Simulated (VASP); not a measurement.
GaAs: single point with PBE

The system is GaAs.

```
CELL_PARAMETERS angstrom
0.00000 2.82685 2.82685
2.82685 0.00000 2.82685
2.82685 2.82685 0.00000
ATOMIC_POSITIONS crystal
As 0.75000 0.75000 0.75000
Ga 0.00000 0.00000 0.00000
```

| Property | Result |
| --- | --- |
| Program | VASP 6.6.1 |
| Task | single point |
| Functional | PBE |
| Potentials or basis | VASP PAW PBE potentials, release 64 (As, Ga_d) |
| Cutoff | 520 eV |
| k mesh | 6 × 6 × 6 |
| Occupations | fermi-dirac, width 0.02 eV |
| Spin | no spin polarisation |

The pressure is 3.4 GPa and the band gap on the k mesh is 0.52 eV.

Levels at points of the mesh, in eV from the valence-band top:
```csv
k point,band 6,band 7,band 8,band 9,band 10,band 11,band 12,band 13
"(0.00, 0.00, 0.00)",-12.73,0.00,0.00,0.00,0.52,3.72,3.72,3.72
"(0.50, 0.00, 0.00)",-10.96,-6.64,-1.14,-1.14,1.00,4.63,4.63,7.75
"(0.50, 0.50, 0.00)",-10.22,-6.82,-2.68,-2.68,1.46,1.65,10.16,10.16
```

Run time: 8.1 s on 1 thread of Intel(R) Xeon(R) Platinum 8488C (Sapphire Rapids), on a shared host, peak memory 0.17 GiB.

Caveat: the cell stands under pressure. A k mesh can miss the band edges.
